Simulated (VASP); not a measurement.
Set up this calculation in VASP 6.6.1, as the native input.

| Item | Value |
| --- | --- |
| Task | relaxation of cell and atoms |
| Functional | r2SCAN |
| Potentials or basis | VASP PAW PBE potentials, release 64 (Hf_pv, O) |
| Cutoff | 600 eV |
| k mesh | 8 × 8 × 8 |
| Occupations | fermi-dirac, width 0.01 eV |
| Spin | no spin polarisation |
| Target pressure | 5 GPa |
| Dipole correction | no |
| Further INCAR settings | ALGO = Normal; EDIFF = 1e-07; IBRION = 2; EDIFFG = -0.05; NSW = 80; ISIF = 3 |

The system is HfO2.

```
Hf O
1.0
     0.00000    2.55750    2.55750
     2.55750    0.00000    2.55750
     2.55750    2.55750    0.00000
Hf O
1 2
Direct
  0.00000 0.00000 0.00000
  0.25000 0.25000 0.25000
  0.75000 0.75000 0.75000
```

The input as run:

POSCAR

```
HfO2
1.0
    0.0000000000      2.5575000000      2.5575000000
    2.5575000000      0.0000000000      2.5575000000
    2.5575000000      2.5575000000      0.0000000000
Hf O
1 2
Direct
    0.0000000000      0.0000000000      0.0000000000
    0.2500000000      0.2500000000      0.2500000000
    0.7500000000      0.7500000000      0.7500000000
```

INCAR.step1

```
PREC = Accurate
ENCUT = 600
ISMEAR = -1
SIGMA = 0.01
LREAL = F
LASPH = T
NELM = 100
GGA = PE
ALGO = Normal
EDIFF = 1E-4
LWAVE = T
LCHARG = F
```

INCAR.step2

```
PREC = Accurate
ENCUT = 600
EDIFF = 1E-7
ISMEAR = -1
SIGMA = 0.01
LREAL = F
LASPH = T
NELM = 100
ALGO = Normal
ISIF = 3
LWAVE = F
LCHARG = F
METAGGA = R2SCAN
LMIXTAU = T
IBRION = 2
NSW = 80
EDIFFG = -0.05
PSTRESS = 50.0
ISTART = 1
```

KPOINTS

```
regular mesh
0
Gamma
  8 8 8
```

Potentials or basis: VASP PAW PBE potentials, release 64 (Hf_pv, O).

The run is started by

```console
$ cat potpaw_PBE.64/Hf_pv/POTCAR potpaw_PBE.64/O/POTCAR > POTCAR
$ cp INCAR.step1 INCAR
$ mpirun -np 1 vasp_std > vasp.out
$ cp INCAR.step2 INCAR
$ mpirun -np 1 vasp_std > vasp.out
```

Results of the run:

```
Relaxed volume                                             : 10.46 Å³/atom
Relaxed cell                                               : a = 3.540 Å, b = 3.540 Å, c = 3.540 Å, α = 60.00°, β = 60.00°, γ = 60.00°
Space group after relaxing (to 0.1 Å)                      : Fm-3m (No. 225)
Energy change on relaxing (the run minimises the enthalpy) : -19.3 meV/atom
Ionic steps                                                : 3
Pressure after relaxing                                    : 4.3 GPa
Band gap on the k mesh                                     : 4.41 eV
```

Caveat: the cell is relaxed towards a set pressure, so the run minimises the enthalpy, not the energy; the PAW data sets were made with another functional, which shifts forces and pressure a little; spin-orbit coupling is left out, which moves the levels of the heavy elements.

It took 3.6 min on 1 thread of Intel(R) Xeon(R) Platinum 8375C CPU @ 2.90GHz (Ice Lake), with other jobs on the host, peak memory 0.19 GiB.
